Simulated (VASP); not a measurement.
**HgS3: single point with PBE**

Crystal: HgS3.

```
Hg S
1.0
    -1.77524    1.77524    8.33222
     1.77524   -1.77524    8.33222
     1.77524    1.77524   -8.33222
Hg S
1 3
Direct
  0.00000 0.00000 0.00000
  0.50000 0.50000 0.00000
  0.25000 0.75000 0.50000
  0.75000 0.25000 0.50000
```

* Program: VASP 6.6.1
* Task: single point
* Functional: PBE
* Potentials or basis: VASP PAW PBE potentials, release 64 (Hg_sv_GW, S)
* Cutoff: 500 eV
* k mesh: 6 × 6 × 6
* Occupations: gaussian, width 0.1 eV
* Spin: no spin polarisation
* Dipole correction: no
* Second run: valence_matched
* Further INCAR settings: ALGO = Normal; EDIFF = 1e-06; NBANDS = 27

```yaml
Pressure: -0.4 GPa
Band_gap_on_the_k_mesh: zero (band 19 reaches 3.17 eV, above the bottom of band 20 at 1.47 eV)
```

Stress tensor (GPa, compression positive):
```
-0.42  0.00  0.00
 0.00 -0.42  0.00
 0.00  0.00 -0.27
```

Levels at points of the mesh, in eV from the Fermi level:
| k point | band 14 | band 15 | band 16 | band 17 | band 18 | band 19 | band 20 | band 21 | band 22 | band 23 |
| --- | --- | --- | --- | --- | --- | --- | --- | --- | --- | --- |
| (0.00, 0.00, 0.00) | -4.17 | -4.01 | -2.24 | -1.99 | -1.99 | 0.07 | 1.15 | 3.61 | 3.61 | 4.61 |
| (0.50, 0.00, 0.00) | -1.76 | -1.76 | -1.69 | -1.69 | -0.76 | -0.75 | -0.60 | 1.47 | 3.46 | 5.05 |
| (0.50, 0.50, 0.00) | -4.70 | -4.42 | -4.41 | -1.72 | -1.12 | -1.10 | -1.01 | 5.26 | 5.26 | 5.46 |
| (0.50, 0.50, 0.50) | -4.17 | -3.79 | -2.56 | -1.98 | -1.98 | 0.15 | 1.15 | 3.61 | 3.61 | 4.63 |

Wall time 9.1 min on 1 thread of AMD EPYC 7R43 64-Core Processor (Zen 3), on a shared host, peak memory 0.55 GiB.

Caveat: the k points lie up to 0.42 Å⁻¹ apart; spin-orbit coupling is left out, which moves the levels of the heavy elements.
